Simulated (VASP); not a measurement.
# Te (C2/m) in VASP: notebook

Te is run at these levels: PBE; tasks: single point, relaxation of cell and atoms.

Program: VASP 6.6.1. These are calculated values, not measurements. Logs are shortened: lines on timing, memory, paths and dates and some standing lists are left out, and cuts for length are marked.

## (1) The cell of the first run

It takes space group C2/m (No. 12, monoclinic). The conventional cell has a = 8.438 Å, b = 4.725 Å, c = 3.945 Å, α = 90.00°, β = 91.89°, γ = 90.00°. Te (site symmetry m) has 11 Te at 2.98 to 3.88 Å within 3.9 Å. Te (site symmetry 2/m) has 12 Te at 2.98 to 3.88 Å within 3.9 Å.

## (2) Single point, PBE

Input file INCAR:

```
SYSTEM = Te
PREC = Accurate
ENCUT = 520
EDIFF = 1E-7
ISMEAR = -1
SIGMA = 0.1
LREAL = .FALSE.
LASPH = .TRUE.
NELM = 100
ALGO = Normal
ISIF = 2
LWAVE = .FALSE.
LCHARG = .FALSE.
GGA = PE
NBANDS = 16
```

Input file KPOINTS:

```
regular mesh
0
G
  5 5 5
  0 0 0
```

Input file POSCAR:

```
Te
1.0
    0.0000000000      4.7254320000      0.0000000000
    4.2189500000     -2.3627160000      0.0000000000
   -0.1299830000      0.0000000000     -3.9431910000
Te
3
Direct
    0.3240000000      0.6480000000      0.3250000000
    0.6760000000      0.3520000000      0.6750000000
    0.0000000000      0.0000000000      0.0000000000
```

Potentials or basis: VASP PAW PBE potentials, release 64 (Te).

On the command line:

```sh
$ cat potpaw_PBE.64/Te/POTCAR > POTCAR
$ mpirun -np 1 vasp_std > vasp.out
```

OUTCAR:

```text
SYSTEM = Te
   PREC = Accurate
   ENCUT = 520
   EDIFF = 1E-7
   ISMEAR = -1
   LREAL = .FALSE.
   LASPH = .TRUE.
   NELM = 100
   ISIF = 2
   GGA = PE

 ion  position               nearest neighbor table
   1  0.324  0.648  0.325-   3 2.98   2 3.03   2 3.03   3 3.09   3 3.09   2 3.23   2 3.68   2 3.68

   2  0.676  0.352  0.675-   3 2.98   1 3.03   1 3.03   3 3.09   3 3.09   1 3.23   1 3.68   1 3.68

   3  0.000  0.000  0.000-   1 2.98   2 2.98   2 3.09   1 3.09   2 3.09   1 3.09

  LATTYP: Found a base centered monoclinic cell.
 ALAT       =     8.4379000000
 B/A-ratio  =     0.5600246507
 C/A-ratio  =     0.4675728312
 COS(beta)  =    -0.0329460167

  Lattice vectors:

 A1 = (   4.2189500000,   2.3627160000,   0.0000000000)
 A2 = (   4.2189500000,  -2.3627160000,   0.0000000000)
 A3 = (  -0.1299830000,   0.0000000000,  -3.9431910000)

Analysis of symmetry for initial positions (statically):
=====================================================================
 Subroutine PRICEL returns:
 Original cell was already a primitive cell.

 Routine SETGRP: Setting up the symmetry group for a
 base centered monoclinic supercell.

 Subroutine GETGRP returns: Found  4 space group operations
 (whereof  4 operations were pure point group operations)
 out of a pool of  4 trial point group operations.

The static configuration has the point symmetry C_2h.

Analysis of symmetry for dynamics (positions and initial velocities):
=====================================================================
 Subroutine PRICEL returns:
 Original cell was already a primitive cell.

 Routine SETGRP: Setting up the symmetry group for a
 base centered monoclinic supercell.

 Subroutine GETGRP returns: Found  4 space group operations
 (whereof  4 operations were pure point group operations)
 out of a pool of  4 trial point group operations.

The dynamic configuration has the point symmetry C_2h.

 Subroutine INISYM returns: Found  4 space group operations
 (whereof  4 operations are pure point group operations),
 and found     1 'primitive' translations

----------------------------------------------------------------------------------------

                                     Primitive cell

  volume of cell :      78.6129

  direct lattice vectors                    reciprocal lattice vectors
[... 82 lines left out ...]
   ICHARG =      2    charge: 1-file 2-atom 10-const
   ISPIN  =      1    spin polarized calculation?
   LNONCOLLINEAR =      F non collinear calculations
   LSORBIT =      F    spin-orbit coupling
   LASPH  =      T    aspherical Exc in radial PAW
   ENCUT  =  520.0 eV  38.22 Ry    6.18 a.u.   8.79  8.99  7.34*2*pi/ulx,y,z
   NELM   =    100;   NELMIN=  2; NELMDL= -5     # of ELM steps
   EDIFF  = 0.1E-06   stopping-criterion for ELM
   LREAL  =      F    real-space projection
   EDIFFG = 0.1E-05   stopping-criterion for IOM
   NSW    =      0    number of steps for IOM
   IBRION =     -1    ionic relax: 0-MD 1-quasi-New 2-CG
   NFREE  =      0    steps in history (QN), initial steepest desc. (CG)
   ISIF   =      2    stress and relaxation
   ISYM   =      2    0-nonsym 1-usesym 2-fastsym
   POTIM  = 0.5000    time-step for ionic-motion
   TEBEG  =    0.0;   TEEND  =   0.0 temperature during run
   PSTRESS=    0.0 pullay stress
   NELECT =      18.0000    total number of electrons
   NUPDOWN=      -1.0000    fix difference up-down
   EMIN   =  10.00;   EMAX   =-10.00  energy-range for DOS
   EFERMI =   0.00;   METHOD = LEGACY
   ISMEAR =    -1;   SIGMA  =   0.10  broadening in eV -4-tet -1-fermi 0-gaus
   EFERMI_NEDOS =   21; number of points for ismear=-14 and -15
   IALGO  =     38    algorithm
   IMIX   =      4    mixing-type and parameters
     AMIX     =   0.40;   BMIX     =  1.00
     AMIX_MAG =   1.60;   BMIX_MAG =  1.00
  volume/ion in A,a.u.               =      26.20       176.84
  Fermi-wavevector in a.u.,A,eV,Ry     =   1.001539  1.892634 13.647730  1.003080
  Thomas-Fermi vector in A             =   2.133967
   LORBIT       =      0    0 simple, 1 ext, 2 COOP (PROOUT), +10 PAW based schemes
   GGA     = PE    functional components
   LHFCALC =     F    Hartree Fock is set to
   AEXX    =    0.0000 exact exchange contribution
   IVDW    =     0    specifies the selected vdW correction
   LEPSILON=     F    determine dielectric tensor
   LRPA    =     F    only Hartree local field effects (RPA)
 non-spin polarized calculation
  energy-cutoff  :      520.00
  volume of cell :       78.61
 maximum number of plane-waves:      2129
   NGX = 17   NGY = 17   NGZ = 15

 number of electron      18.0000000 magnetization

 Free energy of the ion-electron system (eV)
  ---------------------------------------------------
  ext. energy  EPLUGINS =         0.00000000
  ---------------------------------------------------
  free energy    TOTEN  =        -8.71481797 eV

  energy without entropy =       -8.67172555  energy(sigma->0) =       -8.69327176

 E-fermi :   9.1331     XC(G=0): -10.3777

 val. band max:        9.0631798895   @ k =   0.2000  -0.4000   0.4000
 cond. band min:       9.1413253072   @ k =   0.0000   0.4000  -0.0000
 fundamental gap:      0.0781454177
 Fermi energy:         9.1330873778

 k-point     1 :       0.0000    0.0000    0.0000
  band No.  band energies     occupation
      1      -5.7411      2.00000
      2      -0.4054      2.00000
      3      -0.3580      2.00000
      4       4.3956      2.00000
      5       4.6674      2.00000
      6       5.1939      2.00000
[... 433 lines left out ...]
      3      -0.1219      2.00000
      4       3.4162      2.00000
      5       3.8776      2.00000
      6       6.2199      2.00000
[... 8 lines left out ...]
     15      15.8840      0.00000
     16      17.4431      0.00000

 [... further k-points ...]
[... 5 lines left out ...]
  --------------------------------------------------------------------------------------
  -------------------------------------------------------------------------------------
  Total        4.5715394      5.1325874      5.4720043      0.0000000      0.0000000     -0.6194959
  in kB       93.1706965    104.6051876    111.5227059      0.0000000      0.0000000    -12.6256961
  external PRESSURE =     103.0995300 kB  Pullay stress =       0.0000000 kB

 VOLUME and BASIS-vectors are now :
 -----------------------------------------------------------------------------
  energy-cutoff  :      520.00
  volume of cell :       78.61
      direct lattice vectors                 reciprocal lattice vectors
     0.000000000  4.725432000  0.000000000     0.118512900  0.211620863 -0.003906649
     4.218950000 -2.362716000  0.000000000     0.237025800  0.000000000 -0.007813298
    -0.129983000  0.000000000 -3.943191000     0.000000000  0.000000000 -0.253601715

 POSITION                                       TOTAL-FORCE (eV/Angst)
 -----------------------------------------------------------------------------------
      2.69164     -0.00000     -1.28154         0.483913      0.000000     -0.250437
      1.39733      2.36272     -2.66165        -0.483913      0.000000      0.250437
      0.00000      0.00000      0.00000         0.000000     -0.000000      0.000000
 -----------------------------------------------------------------------------------
    total drift:                               -0.000000     -0.000000     -0.000000

  FREE ENERGIE OF THE ION-ELECTRON SYSTEM (eV)
  ---------------------------------------------------
  free  energy   TOTEN  =        -8.7148179710 eV

  energy  without entropy=       -8.6717255518  energy(sigma->0) =       -8.69327176
```

OSZICAR:

```text
N       E                     dE             d eps       ncg     rms          rms(c)
DAV:   1     0.684857813279E+02    0.68486E+02   -0.67589E+03  1248   0.919E+02
DAV:   2    -0.512583464842E+01   -0.73612E+02   -0.69757E+02  1728   0.141E+02
DAV:   3    -0.866732971287E+01   -0.35415E+01   -0.35188E+01  1528   0.333E+01
DAV:   4    -0.870839090540E+01   -0.41061E-01   -0.41057E-01  1648   0.445E+00
DAV:   5    -0.870928082012E+01   -0.88991E-03   -0.88991E-03  1608   0.653E-01    0.152E+01
DAV:   6    -0.871200499196E+01   -0.27242E-02   -0.34953E-03  1672   0.382E-01    0.929E+00
DAV:   7    -0.871483819801E+01   -0.28332E-02   -0.65235E-03  1616   0.528E-01    0.156E-01
DAV:   8    -0.871481930382E+01    0.18894E-04   -0.38875E-04  1624   0.117E-01    0.930E-02
DAV:   9    -0.871482166501E+01   -0.23612E-05   -0.38549E-05  1712   0.379E-02    0.284E-02
DAV:  10    -0.871481890387E+01    0.27611E-05   -0.33132E-06  1648   0.107E-02    0.857E-03
DAV:  11    -0.871481820177E+01    0.70210E-06   -0.35654E-07  1712   0.394E-03    0.176E-03
DAV:  12    -0.871481802504E+01    0.17673E-06   -0.43314E-08  1080   0.121E-03    0.411E-04
DAV:  13    -0.871481797099E+01    0.54043E-07   -0.70939E-09  1080   0.586E-04
   1 F= -.87148180E+01 E0= -.86932718E+01  d E =-.430924E-01
```

Wall time 32 s (1 thread of Intel Xeon Platinum 8259CL at 2.50GHz (Skylake/Cascade Lake), shared host); peak memory 0.2 GiB.

Results:

```yaml
Free_energy: -8.7148 eV
Pressure: 10.3 GPa
Largest_force: 0.545 eV/Å
Band_gap_on_the_k_mesh: zero (band 9 reaches 10.14 eV, above the bottom of band 10 at 7.55 eV)
```

Forces on the atoms (eV/Å):
```
Te   0.484  0.000 -0.250
Te  -0.484  0.000  0.250
Te   0.000  0.000  0.000
```

Caveat: spin-orbit coupling is left out, which moves the levels of the heavy elements.

## (3) Single point, PBE

This run uses another cell than the first one, of 33.07 Å³/atom, 1.262 times its volume.

Input file INCAR:

```
SYSTEM = Te
PREC     = Accurate       ! precision mode
ENCUT    = 520            ! plane-wave cutoff, eV
EDIFF    = 1E-7           ! SCF threshold, eV
ISMEAR   = -1             ! smearing method
SIGMA    = 0.1            ! smearing width, eV
LREAL    = .False.        ! projectors in reciprocal space
LASPH    = .True.         ! aspherical terms in the spheres
NELM     = 80             ! most SCF steps
ALGO     = Normal         ! electronic algorithm
ISIF     = 2              ! what is computed and relaxed
LWAVE    = .False.        ! write WAVECAR
LCHARG   = .False.        ! write CHGCAR
GGA      = PE             ! functional
NBANDS   = 16             ! bands
```

Input file KPOINTS:

```
regular mesh
0
Gamma
  5 5 6
  0 0 0
```

Input file POSCAR:

```
Te
1.0
    0.0000000000      4.4337053616      0.0000000000
    3.8674938116     -2.2168526808     -0.0292899379
   -0.0917793832      0.0000000000     -5.7842100536
Te
3
Direct
    0.3159781329      0.6319562659      0.3350495103
    0.6840218671      0.3680437341      0.6649504897
    0.0000000000      0.0000000000      0.0000000000
```

Potentials or basis: VASP PAW PBE potentials, release 64 (Te).

On the command line:

```sh
$ cat potpaw_PBE.64/Te/POTCAR > POTCAR
$ mpirun -np 1 vasp_std > vasp.out
```

Run time: 48 s. Hardware: 1 thread of AMD EPYC 9R45 (Zen 5), shared host; peak memory 0.22 GiB.

The run converged. Its results:

* Free energy: -9.3292 eV
* Pressure: 0.0 GPa
* Largest force: 0.016 eV/Å
* Band gap on the k mesh: zero (band 9 reaches 6.51 eV, above the bottom of band 10 at 5.90 eV)

Forces in eV/Å, atoms in the order of the input:
```
Te   0.006  0.000 -0.015
Te  -0.006  0.000  0.015
Te   0.000  0.000  0.000
```

Levels at points of the mesh, in eV from the Fermi level:
```
           k point  band 7  band 8  band 9  band 10  band 11  band 12
(0.00, 0.00, 0.00)   -2.12   -1.89   -1.88     1.02     1.05     1.37
(0.00, 0.00, 0.50)   -1.12   -0.98   -0.59    -0.41    -0.40    -0.10
```

Caveat: spin-orbit coupling is left out, which moves the levels of the heavy elements.

[end of part 1 of 2]
